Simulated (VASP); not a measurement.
# TiO2 (P4_2/mnm) in VASP: notebook, part 2 of 2

VASP 6.6.1.

## Step 4: Single point, PBE (equal xx and yy strain of +2 %)

Contents of INCAR:

```
PREC = Accurate
ENCUT = 520
EDIFF = 1E-7
ISMEAR = -1
SIGMA = 0.05
LREAL = F
LASPH = T
NELM = 60
ALGO = Normal
ISIF = 2
LWAVE = F
LCHARG = T
GGA = PE
LELF = T
LVHAR = T
NBANDS = 33
```

Contents of KPOINTS:

```
Automatic mesh
0
Gamma
  7 7 10
```

Contents of POSCAR:

```
TiO2
1.0
    4.6858800000      0.0000000000      0.0000000000
    0.0000000000      4.6858800000      0.0000000000
    0.0000000000      0.0000000000      2.9590000000
Ti O
2 4
Direct
    0.0000000000      0.0000000000      0.0000000000
    0.5000000000      0.5000000000      0.5000000000
    0.3060000000      0.3060000000      0.0000000000
    0.1940000000      0.8060000000      0.5000000000
    0.6940000000      0.6940000000      0.0000000000
    0.8060000000      0.1940000000      0.5000000000
```

Potentials or basis: VASP PAW PBE potentials, release 64 (Ti_sv, O).

Command:

```bash
cat potpaw_PBE.64/Ti_sv/POTCAR potpaw_PBE.64/O/POTCAR > POTCAR
mpirun -np 1 vasp_std > vasp.out
```

OUTCAR:

```text
PREC = Accurate
   ENCUT = 520
   EDIFF = 1E-7
   ISMEAR = -1
   LREAL = F
   LASPH = T
   NELM = 60
   ISIF = 2
   GGA = PE

 ion  position               nearest neighbor table
   1  0.000  0.000  0.000-   4 1.96   6 1.96   4 1.96   6 1.96   5 2.03   3 2.03
   2  0.500  0.500  0.500-   3 1.96   5 1.96   3 1.96   5 1.96   4 2.03   6 2.03
   3  0.306  0.306  0.000-   2 1.96   2 1.96   1 2.03
   4  0.194  0.806  0.500-   1 1.96   1 1.96   2 2.03
   5  0.694  0.694  0.000-   2 1.96   2 1.96   1 2.03
   6  0.806  0.194  0.500-   1 1.96   1 1.96   2 2.03

  LATTYP: Found a simple tetragonal cell.
 ALAT       =     4.6858800000
 C/A-ratio  =     0.6314715699

  Lattice vectors:

 A1 = (   4.6858800000,   0.0000000000,   0.0000000000)
 A2 = (   0.0000000000,   4.6858800000,   0.0000000000)
 A3 = (   0.0000000000,   0.0000000000,   2.9590000000)

Analysis of symmetry for initial positions (statically):
=====================================================================
 Subroutine PRICEL returns:
 Original cell was already a primitive cell.

 Routine SETGRP: Setting up the symmetry group for a
 simple tetragonal supercell.

 Subroutine GETGRP returns: Found 16 space group operations
 (whereof  8 operations were pure point group operations)
 out of a pool of 16 trial point group operations.

The static configuration has the point symmetry D_2h.
 The point group associated with its full space group is D_4h.

Analysis of symmetry for dynamics (positions and initial velocities):
=====================================================================
 Subroutine PRICEL returns:
 Original cell was already a primitive cell.

 Routine SETGRP: Setting up the symmetry group for a
 simple tetragonal supercell.

 Subroutine GETGRP returns: Found 16 space group operations
[... 125 lines left out ...]
   EMIN   =  10.00;   EMAX   =-10.00  energy-range for DOS
   EFERMI =   0.00;   METHOD = LEGACY
   ISMEAR =    -1;   SIGMA  =   0.05  broadening in eV -4-tet -1-fermi 0-gaus
   EFERMI_NEDOS =   21; number of points for ismear=-14 and -15
   IALGO  =     38    algorithm
   IMIX   =      4    mixing-type and parameters
     AMIX     =   0.40;   BMIX     =  1.00
     AMIX_MAG =   1.60;   BMIX_MAG =  1.00
  volume/ion in A,a.u.               =      10.83        73.08
  Fermi-wavevector in a.u.,A,eV,Ry     =   1.479947  2.796694 29.800065  2.190243
  Thomas-Fermi vector in A             =   2.594042
   LORBIT       =      0    0 simple, 1 ext, 2 COOP (PROOUT), +10 PAW based schemes
   GGA     = PE    functional components
   LHFCALC =     F    Hartree Fock is set to
   AEXX    =    0.0000 exact exchange contribution
   IVDW    =     0    specifies the selected vdW correction
   LEPSILON=     F    determine dielectric tensor
   LRPA    =     F    only Hartree local field effects (RPA)
 non-spin polarized calculation
  energy-cutoff  :      520.00
  volume of cell :       64.97
 maximum number of plane-waves:      1795
 NGX is ok and might be reduce to    36
   NGX = 17   NGY = 17   NGZ = 11

 number of electron      48.0000005 magnetization

 Free energy of the ion-electron system (eV)
  ---------------------------------------------------
  ext. energy  EPLUGINS =         0.00000000
  ---------------------------------------------------
  free energy    TOTEN  =       -53.66819360 eV

  energy without entropy =      -53.66819360  energy(sigma->0) =      -53.66819360

 E-fermi :   5.2671     XC(G=0): -11.1904

 val. band max:        4.3497108316   @ k =   0.0000   0.0000   0.0000
 cond. band min:       6.2032159067   @ k =   0.0000   0.0000   0.0000
 fundamental gap:      1.8535050751
 Fermi energy:         5.2670952489

 k-point     1 :       0.0000    0.0000    0.0000
  band No.  band energies     occupation
      1     -52.5939      2.00000
      2     -52.5807      2.00000
      3     -28.8682      2.00000
      4     -28.8682      2.00000
      5     -28.7285      2.00000
      6     -28.7285      2.00000
[... 853 lines left out ...]
     32       9.5438      0.00000
     33      10.4601      0.00000

 [... further k-points ...]
[... 5 lines left out ...]
  --------------------------------------------------------------------------------------
  -------------------------------------------------------------------------------------
  Total       -1.1716767     -1.1716767     -0.3634841      0.0000000      0.0000000      0.0000000
  in kB      -28.8928965    -28.8928965     -8.9633161      0.0000000      0.0000000      0.0000000
  external PRESSURE =     -22.2497030 kB  Pullay stress =       0.0000000 kB

 VOLUME and BASIS-vectors are now :
 -----------------------------------------------------------------------------
  energy-cutoff  :      520.00
  volume of cell :       64.97
      direct lattice vectors                 reciprocal lattice vectors
     4.685880000  0.000000000  0.000000000     0.213407087  0.000000000  0.000000000
     0.000000000  4.685880000  0.000000000     0.000000000  0.213407087  0.000000000
     0.000000000  0.000000000  2.959000000     0.000000000  0.000000000  0.337952011

 POSITION                                       TOTAL-FORCE (eV/Angst)
 -----------------------------------------------------------------------------------
      0.00000      0.00000      0.00000         0.000000      0.000000      0.000000
      2.34294      2.34294      1.47950         0.000000      0.000000      0.000000
      1.43388      1.43388      0.00000        -0.030613     -0.030613      0.000000
      0.90906      3.77682      1.47950         0.030613     -0.030613      0.000000
      3.25200      3.25200      0.00000         0.030613      0.030613     -0.000000
      3.77682      0.90906      1.47950        -0.030613      0.030613     -0.000000
 -----------------------------------------------------------------------------------
    total drift:                               -0.000000      0.000000      0.000000

  FREE ENERGIE OF THE ION-ELECTRON SYSTEM (eV)
  ---------------------------------------------------
  free  energy   TOTEN  =       -53.6681936019 eV

  energy  without entropy=      -53.6681936012  energy(sigma->0) =      -53.66819360
```

OSZICAR:

```text
N       E                     dE             d eps       ncg     rms          rms(c)
DAV:   1     0.650416692452E+03    0.65042E+03   -0.24269E+04  3960   0.171E+03
DAV:   2     0.257976645454E+02   -0.62462E+03   -0.57863E+03  4333   0.509E+02
DAV:   3    -0.665637268470E+02   -0.92361E+02   -0.90609E+02  5320   0.188E+02
[... 11 lines left out ...]
DAV:  15    -0.536681921616E+02    0.48550E-04   -0.14459E-04  5403   0.109E-01    0.268E-03
DAV:  16    -0.536681943319E+02   -0.21702E-05   -0.10582E-05  4668   0.254E-02    0.886E-03
DAV:  17    -0.536681937953E+02    0.53660E-06   -0.11261E-06  5402   0.116E-02    0.311E-03
DAV:  18    -0.536681936229E+02    0.17241E-06   -0.62226E-07  4859   0.773E-03    0.985E-04
DAV:  19    -0.536681936019E+02    0.21015E-07   -0.63091E-08  2505   0.251E-03
   1 F= -.53668194E+02 E0= -.53668194E+02  d E =-.623405E-09
```

Wall time 3 min (1 thread of Intel Xeon Platinum 8488C (Sapphire Rapids), shared host); peak memory 0.24 GiB.

What came out:

- Free energy: -53.6682 eV
- Pressure: -2.2 GPa
- Largest force: 0.043 eV/Å
- Band gap on the k mesh: 1.85 eV, direct

Forces in eV/Å, atoms in the order of the input:
```
Ti   0.000  0.000  0.000
Ti   0.000  0.000  0.000
O   -0.031 -0.031  0.000
O    0.031 -0.031  0.000
O    0.031  0.031  0.000
O   -0.031  0.031  0.000
```

Stress tensor (GPa, compression positive):
```
-2.89  0.00  0.00
 0.00 -2.89  0.00
 0.00  0.00 -0.90
```

Caveat: the cell differs from its parent crystal (equal xx and yy strain of +2 %).

## Step 5: Single point, PBE (zz strain of -2 %)

Contents of INCAR:

```
PREC = Accurate
ENCUT = 520
EDIFF = 1E-6
ISMEAR = -1
SIGMA = 0.05
LREAL = False
LASPH = True
NELM = 80
ALGO = Normal
ISIF = 2
LWAVE = False
LCHARG = False
GGA = PE
NBANDS = 33
```

KPOINTS is that of step 4.

Changes to POSCAR since step 4:

```diff
@@ -2,5 +2,5 @@
 1.0
-    4.6858800000      0.0000000000      0.0000000000
-    0.0000000000      4.6858800000      0.0000000000
-    0.0000000000      0.0000000000      2.9590000000
+    4.5940000000      0.0000000000      0.0000000000
+    0.0000000000      4.5940000000      0.0000000000
+    0.0000000000      0.0000000000      2.8998200000
 Ti O
```

Command:

```bash
cat potpaw_PBE.64/Ti_sv/POTCAR potpaw_PBE.64/O/POTCAR > POTCAR
mpirun -np 1 vasp_std > vasp.out
```

Wall time 46 s (1 thread of Intel Xeon 6975P-C (Granite Rapids), shared host); peak memory 0.23 GiB.

The run converged. Its results:

```yaml
Free_energy: -53.5501 eV
Pressure: 12.5 GPa
Largest_force: 0.425 eV/Å
Band_gap_on_the_k_mesh: 2.00 eV, direct
```

Forces on the atoms (eV/Å):
```
Ti   0.000  0.000  0.000
Ti   0.000  0.000  0.000
O   -0.301 -0.301  0.000
O    0.301 -0.301  0.000
O    0.301  0.301  0.000
O   -0.301  0.301  0.000
```

Stress tensor (GPa, compression positive):
```
10.16  0.00  0.00
 0.00 10.16  0.00
 0.00  0.00 17.09
```

Levels at points of the mesh, in eV from the valence-band top:
| k point | band 21 | band 22 | band 23 | band 24 | band 25 | band 26 | band 27 | band 28 |
| --- | --- | --- | --- | --- | --- | --- | --- | --- |
| (0.00, 0.00, 0.00) | -0.58 | -0.40 | -0.40 | 0.00 | 2.00 | 2.33 | 2.66 | 2.72 |
| (0.00, 0.00, 0.50) | -2.29 | -2.29 | -1.40 | -1.40 | 3.09 | 3.09 | 3.49 | 3.49 |

Caveat: the cell differs from its parent crystal (zz strain of -2 %).

## Step 6: Single point, PBE (zz strain of +1 %)

Contents of INCAR:

```
SYSTEM = TiO2
PREC = Accurate ; ENCUT = 520
EDIFF = 1E-6 ; ISMEAR = -1
SIGMA = 0.05 ; LREAL = .False.
LASPH = .True. ; NELM = 60
ALGO = Normal ; ISIF = 2
LWAVE = .False. ; LCHARG = .False.
GGA = PE ; NBANDS = 33
```

Contents of KPOINTS:

```
Automatic mesh
0
Gamma
  7 7 10
  0 0 0
```

Changes to POSCAR since step 5:

```diff
@@ -4,3 +4,3 @@
     0.0000000000      4.5940000000      0.0000000000
-    0.0000000000      0.0000000000      2.8998200000
+    0.0000000000      0.0000000000      2.9885900000
 Ti O
```

Potentials or basis: VASP PAW PBE potentials, release 64 (Ti_sv, O).

Command:

```bash
cat potpaw_PBE.64/Ti_sv/POTCAR potpaw_PBE.64/O/POTCAR > POTCAR
mpirun -np 1 vasp_std > vasp.out
```

Wall time 49 s (1 thread of Intel Xeon 6975P-C (Granite Rapids), shared host); peak memory 0.23 GiB.

It converged, with:

- Free energy: -53.6538 eV
- Pressure: 3.2 GPa
- Largest force: 0.201 eV/Å
- Band gap on the k mesh: 1.86 eV, direct

Forces on the atoms (eV/Å):
```
Ti   0.000  0.000  0.000
Ti   0.000  0.000  0.000
O   -0.142 -0.142  0.000
O    0.142 -0.142  0.000
O    0.142  0.142  0.000
O   -0.142  0.142  0.000
```

Stress tensor (GPa, compression positive):
```
4.46 0.00 0.00
0.00 4.46 0.00
0.00 0.00 0.72
```

Levels at points of the mesh, in eV from the valence-band top:
```csv
k point,band 20,band 21,band 22,band 23,band 24,band 25,band 26,band 27,band 28,band 29
"(0.00, 0.00, 0.00)",-2.03,-0.73,-0.43,-0.43,0.00,1.86,2.20,2.35,2.43,2.43
"(0.00, 0.00, 0.50)",-2.66,-2.34,-2.34,-1.41,-1.41,2.91,2.91,3.02,3.02,3.64
```

Caveat: the cell differs from its parent crystal (zz strain of +1 %). A k mesh can miss the band edges.

## Step 7: The runs side by side

| cell | gap on the mesh (eV) | pressure (GPa) | largest force (eV/Å) |
| --- | --- | --- | --- |
| a = 4.456, b = 4.456, c = 2.959 Å, 6 atoms | 2.01 | 22.0 | 0.50 |
| a = 4.548, b = 4.548, c = 2.959 Å, 6 atoms | 1.94 | 10.9 | 0.35 |
| a = 4.686, b = 4.686, c = 2.959 Å, 6 atoms | 1.85 | -2.2 | 0.04 |
| a = 4.594, b = 4.594, c = 2.900 Å, 6 atoms | 2.00 | 12.5 | 0.43 |
| a = 4.594, b = 4.594, c = 2.989 Å, 6 atoms | 1.86 | 3.2 | 0.20 |

Alike in all rows: task single point; level PBE; potentials or basis VASP PAW PBE potentials, release 64 (Ti_sv, O); no spin polarisation; k mesh 7 × 7 × 10; cutoff (eV) 520; smearing fermi-dirac 0.05 eV.

Total energies depend on the potentials used, so only differences within one code and one set of settings carry meaning.
